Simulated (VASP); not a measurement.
Here is a VASP 6.6.1 calculation.

File INCAR:

```
SYSTEM = V
PREC     = Accurate       ! precision mode
ENCUT    = 520            ! plane-wave cutoff, eV
EDIFF    = 1E-6           ! SCF threshold, eV
ISMEAR   = -1             ! smearing method
SIGMA    = 0.1            ! smearing width, eV
LREAL    = .False.        ! projectors in reciprocal space
LASPH    = .True.         ! aspherical terms in the spheres
NELM     = 60             ! most SCF steps
ALGO     = Normal         ! electronic algorithm
ISIF     = 2              ! what is computed and relaxed
LWAVE    = .False.        ! write WAVECAR
LCHARG   = .False.        ! write CHGCAR
GGA      = CA             ! functional
NBANDS   = 20             ! bands
```

File KPOINTS:

```
regular mesh
0
Gamma
  17 17 17
  0 0 0
```

POSCAR

```
V
1.0
    0.0000000000      2.4444839662      2.4444839662
    2.4444839662      0.0000000000      2.4444839662
    2.4444839662      2.4444839662      0.0000000000
V
2
Direct
    0.1250000000      0.1250000000      0.1250000000
    0.8750000000      0.8750000000      0.8750000000
```

Potentials or basis: VASP PAW LDA potentials, release 64 (V_sv).

Command:

```sh
$ cat potpaw_LDA.64/V_sv/POTCAR > POTCAR
$ mpirun -np 1 vasp_std > vasp.out
```

(1) Predict the band gap on the k mesh.

(2) Predict the pressure.

## Answers

(1) zero (bands 13 and 14 overlap by 1.87 eV).

(2) 15.0 GPa.

Caveat: the cell stands under pressure.
